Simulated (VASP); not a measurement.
Set up this calculation in VASP 6.6.1, as the native input.

- Task: density of states
- Functional: LDA
- Potentials or basis: VASP PAW LDA potentials, release 64 (Te)
- Cutoff: 520 eV
- k mesh: 12 × 12 × 12
- Occupations: fermi-dirac, width 0.1 eV
- Spin: no spin polarisation
- Dipole correction: no
- k mesh for the DOS: 18 × 18 × 18
- Occupations for the DOS: tetrahedron
- Further INCAR settings: ALGO = Normal; EDIFF = 1e-07

Te:

```
CELL_PARAMETERS angstrom
3.13456 0.00000 0.00000
0.00000 3.13456 0.00000
0.00000 0.00000 3.13456
ATOMIC_POSITIONS crystal
Te 0.00000 0.00000 0.00000
```

These files were run (other wordings do the same):

POSCAR

```
Te
1.0
    3.1345614964      0.0000000000      0.0000000000
    0.0000000000      3.1345614964      0.0000000000
    0.0000000000      0.0000000000      3.1345614964
Te
1
Direct
    0.0000000000      0.0000000000      0.0000000000
```

INCAR.step1

```
SYSTEM = Te
ALGO     = Normal         ! electronic algorithm
EDIFF    = 1E-7           ! SCF threshold, eV
ENCUT    = 520            ! plane-wave cutoff, eV
ISIF     = 2              ! what is computed and relaxed
ISMEAR   = -1             ! smearing method
LASPH    = .True.         ! aspherical terms in the spheres
LCHARG   = .True.         ! write CHGCAR
LREAL    = .False.        ! projectors in reciprocal space
LWAVE    = .False.        ! write WAVECAR
NBANDS   = 9              ! bands
NELM     = 60             ! most SCF steps
PREC     = Accurate       ! precision mode
SIGMA    = 0.1            ! smearing width, eV
```

KPOINTS.step1

```
k-points
0
Gamma
  12 12 12
  0 0 0
```

INCAR.step2

```
SYSTEM = Te
ALGO     = Normal         ! electronic algorithm
EDIFF    = 1E-7           ! SCF threshold, eV
ENCUT    = 520            ! plane-wave cutoff, eV
ICHARG   = 11             ! starting density
ISIF     = 2              ! what is computed and relaxed
ISMEAR   = -5             ! smearing method
LASPH    = .True.         ! aspherical terms in the spheres
LCHARG   = .False.        ! write CHGCAR
LORBIT   = 11             ! projections on sites
LREAL    = .False.        ! projectors in reciprocal space
LWAVE    = .False.        ! write WAVECAR
NEDOS    = 1001           ! points of the DOS
NELM     = 60             ! most SCF steps
PREC     = Accurate       ! precision mode
SIGMA    = 0.1            ! smearing width, eV
```

KPOINTS.step2

```
k-points
0
Gamma
  18 18 18
  0 0 0
```

Potentials or basis: VASP PAW LDA potentials, release 64 (Te).

Command:

```bash
$ cat potpaw_LDA.64/Te/POTCAR > POTCAR
$ cp INCAR.step1 INCAR
$ cp KPOINTS.step1 KPOINTS
$ mpirun -np 1 vasp_std > vasp.out
$ cp INCAR.step2 INCAR
$ cp KPOINTS.step2 KPOINTS
$ mpirun -np 1 vasp_std > vasp.out
```

Results of the run:

```yaml
Valence_electrons_inside_the_program's_atomic_spheres: Te 3.30
```

Caveat: spin-orbit coupling is left out, which moves the levels of the heavy elements.

Run time: 16 s on 1 thread of Intel Xeon 6975P-C, with other jobs on the host, peak memory 0.16 GiB.
